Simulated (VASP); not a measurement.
# Be (P1) in VASP: single point with PBEsol

Aim: the single point of Be with PBEsol.

Everything below comes from runs of VASP 6.6.1. Logs are shortened: lines on timing, memory, paths and dates and some standing lists are left out, and cuts for length are marked.

## 1. The cell of the first run

The typed cell holds 4 atoms: a = 3.895 Å, b = 3.937 Å, c = 2.364 Å, α = 91.10°, β = 89.52°, γ = 89.51°.

## 2. Single point, PBEsol (atoms moved at random and the cell strained at random)

INCAR

```
SYSTEM = Be
PREC = Accurate
ENCUT = 520
EDIFF = 1E-6
ISMEAR = 0
SIGMA = 0.1
LREAL = .False.
LASPH = .True.
NELM = 100
ALGO = Fast
ISIF = 2
LWAVE = .False.
LCHARG = .True.
GGA = PS
LELF = .True.
LVHAR = .True.
NBANDS = 12
```

KPOINTS

```
regular mesh
0
Gamma
  10 10 16
  0 0 0
```

POSCAR

```
Be
1.0
    3.8950379618      0.0167107904      0.0165234497
    0.0167107904      3.9371896193     -0.0374681400
    0.0100604448     -0.0228128000      2.3638623360
Be
4
Direct
    0.2964525216      0.2508137469      0.0386668888
    0.7323506163      0.7311309133      0.0144787137
    0.1695986355      0.8087910043      0.4616224225
    0.8015982267      0.2092643355      0.4852319750
```

Potentials or basis: VASP PAW PBE potentials, release 64 (Be).

On the command line:

```
$ cat potpaw_PBE.64/Be/POTCAR > POTCAR
$ mpirun -np 1 vasp_std > vasp.out
```

OUTCAR:

```text
SYSTEM = Be
   PREC = Accurate
   ENCUT = 520
   EDIFF = 1E-6
   ISMEAR = 0
   LREAL = .False.
   LASPH = .True.
   NELM = 100
   ISIF = 2
   GGA = PS

 ion  position               nearest neighbor table
   1  0.296  0.251  0.039-   3 2.08   4 2.20   4 2.25   3 2.25   4 2.34   4 2.36
   2  0.732  0.731  0.014-   3 2.03   3 2.17   4 2.19   4 2.30   4 2.37
   3  0.170  0.809  0.462-   2 2.03   1 2.08   4 2.12   2 2.17   1 2.25
   4  0.802  0.209  0.485-   3 2.12   2 2.19   1 2.20   1 2.25   2 2.30   1 2.34   1 2.36   2 2.37

  LATTYP: Found a triclinic cell.
 ALAT       =     2.3639938198
 B/A-ratio  =     2.6271076572
 C/A-ratio  =     1.6476814885
 COS(alpha) =     0.0010526430
 COS(beta)  =     0.0084560863
 COS(gamma) =     0.7734325711

  Lattice vectors:

 A1 = (   0.0100604448,  -0.0228128000,   2.3638623360)
 A2 = (   0.0034100992,  -3.9828152193,   4.7651928120)
 A3 = (   3.8950379618,   0.0167107904,   0.0165234497)

Analysis of symmetry for initial positions (statically):
=====================================================================
 Subroutine PRICEL returns:
 Original cell was already a primitive cell.

 Routine SETGRP: Setting up the symmetry group for a
 triclinic supercell.

 Subroutine GETGRP returns: Found  1 space group operations
 (whereof  1 operations were pure point group operations)
 out of a pool of  2 trial point group operations.

The static configuration has the point symmetry C_1 .

Analysis of symmetry for dynamics (positions and initial velocities):
=====================================================================
 Subroutine PRICEL returns:
 Original cell was already a primitive cell.

 Routine SETGRP: Setting up the symmetry group for a
 triclinic supercell.

 Subroutine GETGRP returns: Found  1 space group operations
 (whereof  1 operations were pure point group operations)
 out of a pool of  2 trial point group operations.

The dynamic configuration has the point symmetry C_1 .

 Subroutine INISYM returns: Found  1 space group operations
 (whereof  1 operations are pure point group operations),
 and found     1 'primitive' translations

----------------------------------------------------------------------------------------

                                     Primitive cell

  volume of cell :      36.2464

  direct lattice vectors                    reciprocal lattice vectors
     3.895037962  0.016710790  0.016523450     0.256746308 -0.001100220 -0.001103313
     0.016710790  3.937189619 -0.037468140    -0.001100220  0.254016318  0.002456104
     0.010060445 -0.022812800  2.363862336    -0.001812101  0.004033948  0.423083122

  length of vectors
     3.895108856  3.937403359  2.363993820     0.256751036  0.254030575  0.423106233

  position of ions in fractional coordinates (direct lattice)
     0.296452522  0.250813747  0.038666889
     0.732350616  0.731130913  0.014478714
     0.169598636  0.808791004  0.461622422
     0.801598227  0.209264336  0.485231975

  ion indices of the primitive-cell ions
   primitive index   ion index
                 1           1
                 2           2
                 3           3
                 4           4

----------------------------------------------------------------------------------------

 KPOINTS: regular mesh

Automatic generation of k-mesh.
 Grid dimensions read from file:
 generate k-points for:   10   10   16

 Generating k-lattice:

  Cartesian coordinates                     Fractional coordinates (reciprocal lattice)
     0.025674631 -0.000110022 -0.000110331     0.100000000 -0.000000000  0.000000000
    -0.000110022  0.025401632  0.000245610    -0.000000000  0.100000000 -0.000000000
    -0.000113256  0.000252122  0.026442695     0.000000000 -0.000000000  0.062500000

  Length of vectors
     0.025675104  0.025403057  0.026444140

  Shift w.r.t. Gamma in fractional coordinates (k-lattice)
     0.000000000  0.000000000  0.000000000

 Subroutine IBZKPT returns following result:
 ===========================================

 Found    804 irreducible k-points:

 Following reciprocal coordinates:
            Coordinates               Weight
  0.000000  0.000000  0.000000      1.000000
  0.100000 -0.000000  0.000000      2.000000
  0.200000 -0.000000  0.000000      2.000000
  0.300000 -0.000000  0.000000      2.000000
  0.400000  0.000000  0.000000      2.000000
  0.500000 -0.000000  0.000000      1.000000
[... 16 lines left out ...]
 -0.400000  0.200000 -0.000000      2.000000
 -0.300000  0.200000 -0.000000      2.000000
 [... further k-points ...]
   k-points           NKPTS =    804   k-points in BZ     NKDIM =    804   number of bands    NBANDS=     12
   number of dos      NEDOS =    301   number of ions     NIONS =      4
   total plane-waves  NPLWV =  16200
   dimension x,y,z NGX =    30 NGY =   30 NGZ =   18
   dimension x,y,z NGXF=    60 NGYF=   60 NGZF=   36
   ions per type =               4
   NGX,Y,Z   is equivalent  to a cutoff of  12.80, 12.67, 12.66 a.u.
   NGXF,Y,Z  is equivalent  to a cutoff of  25.61, 25.33, 25.32 a.u.
 SYSTEM =  Be
   PREC   = accura    normal or accurate (medium, high low for compatibility)
   ISTART =      0    job   : 0-new  1-cont  2-samecut
   ICHARG =      2    charge: 1-file 2-atom 10-const
   ISPIN  =      1    spin polarized calculation?
   LNONCOLLINEAR =      F non collinear calculations
   LSORBIT =      F    spin-orbit coupling
   LASPH  =      T    aspherical Exc in radial PAW
   ENCUT  =  520.0 eV  38.22 Ry    6.18 a.u.   7.24  7.32  4.40*2*pi/ulx,y,z
   NELM   =    100;   NELMIN=  2; NELMDL= -5     # of ELM steps
   EDIFF  = 0.1E-05   stopping-criterion for ELM
   LREAL  =      F    real-space projection
   EDIFFG = 0.1E-04   stopping-criterion for IOM
   NSW    =      0    number of steps for IOM
   IBRION =     -1    ionic relax: 0-MD 1-quasi-New 2-CG
   NFREE  =      0    steps in history (QN), initial steepest desc. (CG)
   ISIF   =      2    stress and relaxation
   ISYM   =      2    0-nonsym 1-usesym 2-fastsym
   POTIM  = 0.5000    time-step for ionic-motion
   TEBEG  =    0.0;   TEEND  =   0.0 temperature during run
   PSTRESS=    0.0 pullay stress
   NELECT =       8.0000    total number of electrons
   NUPDOWN=      -1.0000    fix difference up-down
   EMIN   =  10.00;   EMAX   =-10.00  energy-range for DOS
   EFERMI =   0.00;   METHOD = LEGACY
   ISMEAR =     0;   SIGMA  =   0.10  broadening in eV -4-tet -1-fermi 0-gaus
   EFERMI_NEDOS =   21; number of points for ismear=-14 and -15
   IALGO  =     68    algorithm
   IMIX   =      4    mixing-type and parameters
     AMIX     =   0.40;   BMIX     =  1.00
     AMIX_MAG =   1.60;   BMIX_MAG =  1.00
  volume/ion in A,a.u.               =       9.06        61.15
  Fermi-wavevector in a.u.,A,eV,Ry     =   0.989350  1.869601 13.317569  0.978814
  Thomas-Fermi vector in A             =   2.120943
   LORBIT       =      0    0 simple, 1 ext, 2 COOP (PROOUT), +10 PAW based schemes
   GGA     = PS    functional components
   LHFCALC =     F    Hartree Fock is set to
   AEXX    =    0.0000 exact exchange contribution
   IVDW    =     0    specifies the selected vdW correction
   LEPSILON=     F    determine dielectric tensor
   LRPA    =     F    only Hartree local field effects (RPA)
 non-spin polarized calculation
 RMM-DIIS sequential band-by-band and
 Gauss-broadening in eV      SIGMA  =   0.10
  energy-cutoff  :      520.00
  volume of cell :       36.25
 maximum number of plane-waves:       998
 NGX is ok and might be reduce to    30
   NGX = 15   NGY = 15   NGZ =  9

 number of electron       8.0000000 magnetization

 Free energy of the ion-electron system (eV)
  ---------------------------------------------------
  ext. energy  EPLUGINS =         0.00000000
  ---------------------------------------------------
  free energy    TOTEN  =       -15.19299953 eV

  energy without entropy =      -15.19064221  energy(sigma->0) =      -15.19182087

 E-fermi :   5.7243     XC(G=0): -10.1448

 val. band max:        5.7192114008   @ k =   0.1000   0.1000   0.2500
 cond. band min:       5.7248001390   @ k =  -0.1000  -0.0000   0.1250
 fundamental gap:      0.0055887381
 Fermi energy:         5.7243480270

 k-point     1 :       0.0000    0.0000    0.0000
  band No.  band energies     occupation
      1      -4.7060      2.00000
      2       1.2474      2.00000
      3       1.7169      2.00000
      4       4.3082      2.00000
      5       5.1643      2.00000
      6       9.3799      0.00000
      7      10.0406      0.00000
      8      13.0251      0.00000
      9      14.3675      0.00000
     10      15.2322      0.00000
     11      20.0037      0.00000
     12      20.7433      0.00000

 k-point     2 :       0.1000   -0.0000    0.0000
  band No.  band energies     occupation
      1      -4.6320      2.00000
      2       0.9584      2.00000
      3       1.5397      2.00000
      4       4.6405      2.00000
      5       5.4593      1.99982
      6       8.8301      0.00000
      7       9.8207      0.00000
      8      13.8636      0.00000
      9      14.4502      0.00000
     10      15.6070      0.00000
     11      19.8998      0.00000
     12      20.5732      0.00000

 k-point     3 :       0.2000   -0.0000    0.0000
  band No.  band energies     occupation
      1      -4.4106      2.00000
      2      -0.0120      2.00000
      3       1.7455      2.00000
      4       4.8290      2.00000
      5       6.3460      0.00000
      6       7.7233      0.00000
      7       9.7333      0.00000
      8      14.6895      0.00000
      9      15.5030      0.00000
     10      16.6224      0.00000
     11      19.3202      0.00000
     12      20.5438      0.00000

 k-point     4 :       0.3000   -0.0000    0.0000
  band No.  band energies     occupation
      1      -4.0443      2.00000
      2      -1.0378      2.00000
      3       2.1649      2.00000
      4       4.7630      2.00000
      5       6.7733      0.00000
      6       6.8916      0.00000
      7      10.3915      0.00000
      8      15.0774      0.00000
      9      16.9682      0.00000
     10      18.1174      0.00000
     11      18.4787      0.00000
     12      19.4097      0.00000

 k-point     5 :       0.4000    0.0000    0.0000
  band No.  band energies     occupation
      1      -3.5465      2.00000
      2      -1.9539      2.00000
      3       2.7267      2.00000
      4       4.3313      2.00000
      5       6.3605      0.00000
      6       6.8456      0.00000
      7      11.8674      0.00000
      8      15.5352      0.00000
      9      16.3080      0.00000
     10      17.6080      0.00000
     11      19.4189      0.00000
     12      20.2213      0.00000
[... 228 lines left out ...]
      1      -3.2689      2.00000
      2      -1.6423      2.00000
      3       1.1943      2.00000
      4       2.7558      2.00000
      5       8.0333      0.00000
      6       9.3864      0.00000
      7      11.9249      0.00000
      8      15.7554      0.00000
      9      16.0689      0.00000
     10      17.7289      0.00000
     11      18.0953      0.00000
     12      20.4034      0.00000

 k-point    22 :       0.5000    0.2000   -0.0000
  band No.  band energies     occupation
      1      -2.8259      2.00000
      2      -2.2319      2.00000
      3       1.5534      2.00000
      4       2.3134      2.00000
      5       8.1775      0.00000
      6       9.1373      0.00000
      7      13.3103      0.00000
      8      14.9860      0.00000
      9      16.2153      0.00000
     10      17.4115      0.00000
     11      18.8091      0.00000
     12      20.2924      0.00000

 k-point    23 :      -0.4000    0.2000   -0.0000
  band No.  band energies     occupation
      1      -3.2471      2.00000
      2      -1.6738      2.00000
      3       1.0959      2.00000
      4       2.9420      2.00000
      5       7.9586      0.00000
      6       9.1466      0.00000
      7      12.2534      0.00000
      8      15.8177      0.00000
      9      16.2904      0.00000
     10      17.7956      0.00000
     11      17.9889      0.00000
     12      20.0824      0.00000

 k-point    24 :      -0.3000    0.2000   -0.0000
  band No.  band energies     occupation
      1      -3.7466      2.00000
      2      -0.7604      2.00000
      3       0.5890      2.00000
      4       3.8573      2.00000
      5       7.5110      0.00000
      6       8.9969      0.00000
      7      10.9718      0.00000
      8      15.3715      0.00000
      9      16.2202      0.00000
     10      18.3095      0.00000
     11      18.7560      0.00000
     12      19.5704      0.00000

 [... further k-points ...]

------------------------ aborting loop because EDIFF is reached ----------------------------------------

  FORCE on cell =-STRESS in cart. coord.  units (eV):
  Direction    XX          YY          ZZ          XY          YZ          ZX
  --------------------------------------------------------------------------------------
  -------------------------------------------------------------------------------------
  Total       -1.0148542     -2.9864727     -1.9781309      0.4551328      0.1970465      0.0103804
  in kB      -44.8590229   -132.0093571    -87.4381954     20.1179771      8.7099361      0.4588403
  external PRESSURE =     -88.1021918 kB  Pullay stress =       0.0000000 kB

 VOLUME and BASIS-vectors are now :
 -----------------------------------------------------------------------------
  energy-cutoff  :      520.00
  volume of cell :       36.25
      direct lattice vectors                 reciprocal lattice vectors
     3.895037962  0.016710790  0.016523450     0.256746308 -0.001100220 -0.001103313
     0.016710790  3.937189619 -0.037468140    -0.001100220  0.254016318  0.002456104
     0.010060445 -0.022812800  2.363862336    -0.001812101  0.004033948  0.423083122

 POSITION                                       TOTAL-FORCE (eV/Angst)
 -----------------------------------------------------------------------------------
      1.15927      0.99157      0.08690         0.446634      1.003597     -0.808699
      2.86490      2.89051      0.01893        -1.452962     -0.658683     -0.530133
      0.67875      3.17667      1.06371         1.129010     -0.779874      0.871361
      3.13063      0.82624      1.15243        -0.122682      0.434959      0.467472
 -----------------------------------------------------------------------------------
    total drift:                                0.000031     -0.000039      0.000008

  FREE ENERGIE OF THE ION-ELECTRON SYSTEM (eV)
  ---------------------------------------------------
  free  energy   TOTEN  =       -15.1929995338 eV

  energy  without entropy=      -15.1906422063  energy(sigma->0) =      -15.19182087
```

It took 2.7 min on 1 thread of Oxide Virtual Turin-like, shared host; peak memory 0.31 GiB.

What came out:

```yaml
Free_energy: -15.1930 eV
Pressure: -8.8 GPa
Largest_force: 1.681 eV/Å
Band_gap_on_the_k_mesh: zero (band 4 reaches 6.59 eV, above the bottom of band 5 at 5.16 eV)
```

Forces in eV/Å, atoms in the order of the input:
```
Be   0.447  1.004 -0.809
Be  -1.453 -0.659 -0.530
Be   1.129 -0.780  0.871
Be  -0.123  0.435  0.467
```

Stress tensor (GPa, compression positive):
```
 -4.49   2.01   0.05
  2.01 -13.20   0.87
  0.05   0.87  -8.74
```

Caveat: the cell differs from its parent crystal (atoms moved at random and the cell strained at random); the PAW data sets were made with another functional, which shifts forces and pressure a little.
